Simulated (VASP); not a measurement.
Ge, 2 atoms in the cell. Symmetry: I4_1/amd, No. 141, tetragonal system. The conventional cell has a = 5.149 Å, b = 5.149 Å, c = 2.795 Å, α = 90.00°, β = 90.00°, γ = 90.00°. Ge (site symmetry -4m2) has 10 Ge at 2.67 to 3.32 Å within 3.5 Å. 

- Program: VASP 6.6.1
- Task: relaxation of cell and atoms
- Functional: BLYP
- Dispersion: D3(BJ)
- Potentials or basis: VASP PAW PBE potentials, release 64 (Ge_d)
- Cutoff: 600 eV
- k mesh: 13 × 13 × 13
- Occupations: fermi-dirac, width 0.1 eV
- Spin: no spin polarisation
- Dipole correction: no
- Further INCAR settings: ALGO = Normal; EDIFF = 1e-07; IBRION = 2; EDIFFG = -0.005; NSW = 60; ISIF = 3

Potentials or basis: VASP PAW PBE potentials, release 64 (Ge_d).

The run is started by

```sh
$ cat potpaw_PBE.64/Ge_d/POTCAR > POTCAR
$ mpirun -np 1 vasp_std > vasp.out
```

Hardware: 1 thread of Intel(R) Xeon(R) 6975P-C (Granite Rapids) (shared host).

Problem. How long does it take, and how much memory?

Solution. It took 5.1 min on 1 thread of Intel(R) Xeon(R) 6975P-C (Granite Rapids), on a shared host, peak memory 0.29 GiB. Counts: scf iterations 65, k points 196, ion steps 9.
